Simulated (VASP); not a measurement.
# MnHg (P4/mmm) in VASP: single point with PBE

Aim: the single point of MnHg with PBE.

Everything below comes from runs of VASP 6.6.1. Logs are shortened: lines on timing, memory, paths and dates and some standing lists are left out, and cuts for length are marked.

## (1) The cell of the first run

Symmetry: P4/mmm, No. 123, tetragonal system. Conventional cell: a = 3.288 Å, b = 3.288 Å, c = 3.313 Å, α = 90.00°, β = 90.00°, γ = 90.00°. Within 3.8 Å of Mn (site symmetry 4/mmm) lie 8 Hg at 2.85 Å and 6 Mn at 3.29 to 3.31 Å. Within 3.8 Å of Hg (site symmetry 4/mmm) lie 8 Mn at 2.85 Å and 6 Hg at 3.29 to 3.31 Å.

## (2) Single point, PBE, collinear spin, ferromagnetic start

File INCAR:

```
PREC     = Accurate       # precision mode
ENCUT    = 520            # plane-wave cutoff, eV
EDIFF    = 1E-6           # SCF threshold, eV
ISMEAR   = -1             # smearing method
SIGMA    = 0.05           # smearing width, eV
LREAL    = F              # projectors in reciprocal space
LASPH    = T              # aspherical terms in the spheres
NELM     = 150            # most SCF steps
ALGO     = Normal         # electronic algorithm
ISIF     = 2              # what is computed and relaxed
LWAVE    = F              # write WAVECAR
LCHARG   = F              # write CHGCAR
ISPIN    = 2              # spin polarisation
MAGMOM   = 4 0            # initial moments
LORBIT   = 11             # projections on sites
LMAXMIX  = 4              # l up to which the mixer works
GGA      = PE             # functional
NBANDS   = 24             # bands
```

File KPOINTS:

```
Automatic mesh
0
Gamma
  10 10 10
```

File POSCAR:

```
MnHg
1.0
    3.2880000000      0.0000000000      0.0000000000
    0.0000000000      3.2880000000      0.0000000000
    0.0000000000      0.0000000000      3.3130000000
Mn Hg
1 1
Direct
    0.5000000000      0.5000000000      0.5000000000
    0.0000000000      0.0000000000      0.0000000000
```

Potentials or basis: VASP PAW PBE potentials, release 64 (Mn_pv, Hg).

Run with:

```sh
$ cat potpaw_PBE.64/Mn_pv/POTCAR potpaw_PBE.64/Hg/POTCAR > POTCAR
$ mpirun -np 1 vasp_std > vasp.out
```

OUTCAR:

```text
PREC = Accurate
   ENCUT = 520
   EDIFF = 1E-6
   ISMEAR = -1
   LREAL = F
   LASPH = T
   NELM = 150
   ISIF = 2
   ISPIN = 2
   LORBIT = 11
   GGA = PE

 ion  position               nearest neighbor table
   1  0.500  0.500  0.500-   2 2.85   2 2.85   2 2.85   2 2.85   2 2.85   2 2.85   2 2.85   2 2.85

   2  0.000  0.000  0.000-   1 2.85   1 2.85   1 2.85   1 2.85   1 2.85   1 2.85   1 2.85   1 2.85

  LATTYP: Found a simple tetragonal cell.
 ALAT       =     3.2880000000
 C/A-ratio  =     1.0076034063

  Lattice vectors:

 A1 = (   3.2880000000,   0.0000000000,   0.0000000000)
 A2 = (   0.0000000000,   3.2880000000,   0.0000000000)
 A3 = (   0.0000000000,   0.0000000000,   3.3130000000)

Analysis of symmetry for initial positions (statically):
=====================================================================
 Subroutine PRICEL returns:
 Original cell was already a primitive cell.

 Routine SETGRP: Setting up the symmetry group for a
 simple tetragonal supercell.

 Subroutine GETGRP returns: Found 16 space group operations
 (whereof 16 operations were pure point group operations)
 out of a pool of 16 trial point group operations.

The static configuration has the point symmetry D_4h.

Analysis of symmetry for dynamics (positions and initial velocities):
=====================================================================
 Subroutine PRICEL returns:
 Original cell was already a primitive cell.

 Routine SETGRP: Setting up the symmetry group for a
 simple tetragonal supercell.

 Subroutine GETGRP returns: Found 16 space group operations
 (whereof 16 operations were pure point group operations)
 out of a pool of 16 trial point group operations.

The dynamic configuration has the point symmetry D_4h.

Analysis of structural, dynamic, and magnetic symmetry:
=====================================================================
 Subroutine PRICEL returns:
 Original cell was already a primitive cell.

 Routine SETGRP: Setting up the symmetry group for a
 simple tetragonal supercell.

 Subroutine GETGRP returns: Found 16 space group operations
 (whereof 16 operations were pure point group operations)
 out of a pool of 16 trial point group operations.

The overall configuration has the point symmetry D_4h.

 Subroutine INISYM returns: Found 16 space group operations
 (whereof 16 operations are pure point group operations),
 and found     1 'primitive' translations

----------------------------------------------------------------------------------------

                                     Primitive cell

  volume of cell :      35.8167

  direct lattice vectors                    reciprocal lattice vectors
     3.288000000  0.000000000  0.000000000     0.304136253  0.000000000  0.000000000
     0.000000000  3.288000000  0.000000000     0.000000000  0.304136253  0.000000000
     0.000000000  0.000000000  3.313000000     0.000000000  0.000000000  0.301841232

  length of vectors
     3.288000000  3.288000000  3.313000000     0.304136253  0.304136253  0.301841232

  position of ions in fractional coordinates (direct lattice)
     0.500000000  0.500000000  0.500000000
     0.000000000  0.000000000  0.000000000

  ion indices of the primitive-cell ions
   primitive index   ion index
                 1           1
                 2           2

----------------------------------------------------------------------------------------

 KPOINTS: Automatic mesh

Automatic generation of k-mesh.
 Grid dimensions read from file:
 generate k-points for:   10   10   10

 Generating k-lattice:

  Cartesian coordinates                     Fractional coordinates (reciprocal lattice)
     0.030413625  0.000000000  0.000000000     0.100000000  0.000000000  0.000000000
     0.000000000  0.030413625  0.000000000     0.000000000  0.100000000  0.000000000
     0.000000000  0.000000000  0.030184123     0.000000000  0.000000000  0.100000000

  Length of vectors
     0.030413625  0.030413625  0.030184123

  Shift w.r.t. Gamma in fractional coordinates (k-lattice)
     0.000000000  0.000000000  0.000000000

 Subroutine IBZKPT returns following result:
 ===========================================

 Found    126 irreducible k-points:

 Following reciprocal coordinates:
            Coordinates               Weight
  0.000000  0.000000  0.000000      1.000000
  0.100000  0.000000  0.000000      4.000000
  0.200000  0.000000  0.000000      4.000000
  0.300000  0.000000  0.000000      4.000000
  0.400000  0.000000  0.000000      4.000000
  0.500000  0.000000  0.000000      2.000000
[... 16 lines left out ...]
  0.100000  0.000000  0.100000      8.000000
  0.200000  0.000000  0.100000      8.000000
 [... further k-points ...]
   k-points           NKPTS =    126   k-points in BZ     NKDIM =    126   number of bands    NBANDS=     24
   number of dos      NEDOS =    301   number of ions     NIONS =      2
   total plane-waves  NPLWV =  16128
   dimension x,y,z NGX =    24 NGY =   24 NGZ =   28
   dimension x,y,z NGXF=    48 NGYF=   48 NGZF=   56
   ions per type =               1   1
   NGX,Y,Z   is equivalent  to a cutoff of  12.13, 12.13, 14.05 a.u.
   NGXF,Y,Z  is equivalent  to a cutoff of  24.27, 24.27, 28.10 a.u.
 SYSTEM =  unknown system
   PREC   = accura    normal or accurate (medium, high low for compatibility)
   ISTART =      0    job   : 0-new  1-cont  2-samecut
   ICHARG =      2    charge: 1-file 2-atom 10-const
   ISPIN  =      2    spin polarized calculation?
   LNONCOLLINEAR =      F non collinear calculations
   LSORBIT =      F    spin-orbit coupling
   LASPH  =      T    aspherical Exc in radial PAW
   ENCUT  =  520.0 eV  38.22 Ry    6.18 a.u.   6.11  6.11  6.16*2*pi/ulx,y,z
   NELM   =    150;   NELMIN=  2; NELMDL= -5     # of ELM steps
   EDIFF  = 0.1E-05   stopping-criterion for ELM
   LREAL  =      F    real-space projection
[... 7 lines left out ...]
   TEBEG  =    0.0;   TEEND  =   0.0 temperature during run
   PSTRESS=    0.0 pullay stress
   NELECT =      25.0000    total number of electrons
   NUPDOWN=      -1.0000    fix difference up-down
   EMIN   =  10.00;   EMAX   =-10.00  energy-range for DOS
   EFERMI =   0.00;   METHOD = LEGACY
   ISMEAR =    -1;   SIGMA  =   0.05  broadening in eV -4-tet -1-fermi 0-gaus
   EFERMI_NEDOS =   21; number of points for ismear=-14 and -15
   IALGO  =     38    algorithm
   IMIX   =      4    mixing-type and parameters
     AMIX     =   0.40;   BMIX     =  1.00
     AMIX_MAG =   1.60;   BMIX_MAG =  1.00
  volume/ion in A,a.u.               =      17.91       120.85
  Fermi-wavevector in a.u.,A,eV,Ry     =   1.452200  2.744260 28.693127  2.108885
  Thomas-Fermi vector in A             =   2.569610
   LORBIT       =     11    0 simple, 1 ext, 2 COOP (PROOUT), +10 PAW based schemes
   GGA     = PE    functional components
   LHFCALC =     F    Hartree Fock is set to
   AEXX    =    0.0000 exact exchange contribution
   IVDW    =     0    specifies the selected vdW correction
   LEPSILON=     F    determine dielectric tensor
   LRPA    =     F    only Hartree local field effects (RPA)
 spin polarized calculation
  energy-cutoff  :      520.00
  volume of cell :       35.82
 maximum number of plane-waves:       984
   NGX = 13   NGY = 13   NGZ = 13

 number of electron      25.0000000 magnetization       3.8619057

 Free energy of the ion-electron system (eV)
  ---------------------------------------------------
  ext. energy  EPLUGINS =         0.00000000
  ---------------------------------------------------
  free energy    TOTEN  =        -8.49103904 eV

  energy without entropy =       -8.47473111  energy(sigma->0) =       -8.48288508

 E-fermi :   5.6925     XC(G=0): -11.7762

 val. band max:        5.6825051033   @ k =   0.1000   0.0000   0.5000
 cond. band min:       5.6953361620   @ k =   0.5000   0.0000   0.1000
 fundamental gap:      0.0128310587
 Fermi energy:         5.6925092978

 spin component 1

 k-point     1 :       0.0000    0.0000    0.0000
  band No.  band energies     occupation
      1     -44.4451      1.00000
      2     -44.4404      1.00000
      3     -44.4404      1.00000
      4      -4.0820      1.00000
      5      -2.6682      1.00000
      6      -2.6564      1.00000
[... 16 lines left out ...]
     23      22.8667      0.00000
     24      26.6973      0.00000

 k-point     2 :       0.1000    0.0000    0.0000
  band No.  band energies     occupation
      1     -44.4450      1.00000
      2     -44.4421      1.00000
      3     -44.4403      1.00000
      4      -3.9230      1.00000
      5      -2.6323      1.00000
      6      -2.5880      1.00000
[... 586 lines left out ...]
 k-point    24 :       0.2000    0.0000    0.1000
  band No.  band energies     occupation
      1     -44.4466      1.00000
      2     -44.4462      1.00000
      3     -44.4399      1.00000
      4      -3.3479      1.00000
      5      -2.5015      1.00000
      6      -2.3087      1.00000
[... 16 lines left out ...]
     23      22.3707      0.00000
     24      24.2229      0.00000

 [... further k-points ...]

 spin component 2

 k-point     1 :       0.0000    0.0000    0.0000
  band No.  band energies     occupation
      1     -40.4423      1.00000
      2     -40.4389      1.00000
      3     -40.4389      1.00000
      4      -3.8702      1.00000
      5      -2.6525      1.00000
      6      -2.6386      1.00000
[... 16 lines left out ...]
     23      22.8913      0.00000
     24      27.6442      0.00000

 k-point     2 :       0.1000    0.0000    0.0000
  band No.  band energies     occupation
      1     -40.4422      1.00000
      2     -40.4411      1.00000
      3     -40.4388      1.00000
      4      -3.7135      1.00000
      5      -2.6213      1.00000
      6      -2.5711      1.00000
[... 586 lines left out ...]
 k-point    24 :       0.2000    0.0000    0.1000
  band No.  band energies     occupation
      1     -40.4466      1.00000
      2     -40.4437      1.00000
      3     -40.4383      1.00000
      4      -3.1627      1.00000
      5      -2.5035      1.00000
      6      -2.2778      1.00000
[... 16 lines left out ...]
     23      22.7898      0.00000
     24      24.6591      0.00000

 [... further k-points ...]

------------------------ aborting loop because EDIFF is reached ----------------------------------------

  FORCE on cell =-STRESS in cart. coord.  units (eV):
  Direction    XX          YY          ZZ          XY          YZ          ZX
  --------------------------------------------------------------------------------------
  -------------------------------------------------------------------------------------
  Total        0.4722128      0.4722128      0.4829574      0.0000000      0.0000000      0.0000000
  in kB       21.1233721     21.1233721     21.6040077      0.0000000      0.0000000      0.0000000
  external PRESSURE =      21.2835839 kB  Pullay stress =       0.0000000 kB

 VOLUME and BASIS-vectors are now :
 -----------------------------------------------------------------------------
  energy-cutoff  :      520.00
  volume of cell :       35.82
      direct lattice vectors                 reciprocal lattice vectors
     3.288000000  0.000000000  0.000000000     0.304136253  0.000000000  0.000000000
     0.000000000  3.288000000  0.000000000     0.000000000  0.304136253  0.000000000
     0.000000000  0.000000000  3.313000000     0.000000000  0.000000000  0.301841232

 POSITION                                       TOTAL-FORCE (eV/Angst)
 -----------------------------------------------------------------------------------
      1.64400      1.64400      1.65650         0.000000      0.000000      0.000000
      0.00000      0.00000      0.00000         0.000000      0.000000      0.000000
 -----------------------------------------------------------------------------------
    total drift:                                0.000000      0.000000     -0.000000

  FREE ENERGIE OF THE ION-ELECTRON SYSTEM (eV)
  ---------------------------------------------------
  free  energy   TOTEN  =        -8.4910390379 eV

  energy  without entropy=       -8.4747311132  energy(sigma->0) =       -8.48288508

 total charge

# of ion       s       p       d       tot
------------------------------------------
    1        0.252   6.179   4.987  11.418
    2        0.815   0.531   9.257  10.603
--------------------------------------------------
tot          1.067   6.710  14.244  22.021

 magnetization (x)

# of ion       s       p       d       tot
------------------------------------------
    1        0.027   0.016   3.741   3.784
    2       -0.047  -0.059   0.048  -0.059
--------------------------------------------------
tot         -0.020  -0.044   3.789   3.725
```

Wall time 2.9 min (1 thread of Intel Xeon 8259CL, shared host); peak memory 0.29 GiB.

What came out:

```yaml
Free_energy: -8.4910 eV
Pressure: 2.1 GPa
Net_moment: 3.86 μB per cell
Site_moments: Mn +3.78; Hg -0.06 μB
Valence_electrons_inside_the_program's_atomic_spheres: Mn 11.42; Hg 10.60
```

Levels at points of the mesh, in eV from the Fermi level:
Spin up:
```tsv
k point	band 12	band 13	band 14	band 15	band 16	band 17	band 18	band 19
(0.00, 0.00, 0.00)	-2.04	-2.04	-2.03	4.79	5.01	5.01	8.80	11.24
(0.50, 0.00, 0.00)	-2.78	-2.75	-2.26	-1.52	10.07	10.27	10.70	11.22
(0.50, 0.50, 0.00)	-2.06	-1.98	-1.68	-1.68	0.74	3.04	11.78	11.78
(0.00, 0.00, 0.50)	-2.75	-2.75	-2.25	-1.57	10.20	10.20	10.80	11.35
(0.50, 0.00, 0.50)	-2.05	-1.99	-1.73	-1.72	0.70	2.97	11.91	11.92
(0.50, 0.50, 0.50)	-1.98	-1.95	0.51	4.17	4.17	4.22	4.61	4.89
```
Spin down:
| k point | band 7 | band 8 | band 9 | band 10 | band 11 | band 12 | band 13 | band 14 | band 15 | band 16 |
| --- | --- | --- | --- | --- | --- | --- | --- | --- | --- | --- |
| (0.00, 0.00, 0.00) | -7.12 | -7.12 | -7.10 | 0.28 | 0.30 | 1.48 | 1.48 | 1.49 | 5.15 | 5.37 |
| (0.50, 0.00, 0.00) | -7.48 | -7.01 | -4.99 | -4.52 | -0.08 | 0.37 | 0.42 | 1.28 | 2.05 | 10.65 |
| (0.50, 0.50, 0.00) | -7.57 | -6.53 | -3.48 | -1.44 | -1.44 | 0.50 | 1.30 | 1.30 | 1.89 | 3.27 |
| (0.00, 0.00, 0.50) | -7.47 | -7.00 | -5.07 | -4.55 | -0.09 | 0.41 | 0.41 | 1.30 | 2.00 | 10.76 |
| (0.50, 0.00, 0.50) | -7.54 | -6.55 | -3.55 | -1.49 | -1.48 | 0.46 | 1.31 | 1.32 | 1.87 | 3.25 |
| (0.50, 0.50, 0.50) | -6.53 | -6.51 | -1.64 | -1.64 | -1.64 | 0.38 | 1.90 | 1.92 | 5.62 | 5.62 |

Caveat: spin-orbit coupling is left out, which moves the levels of the heavy elements.
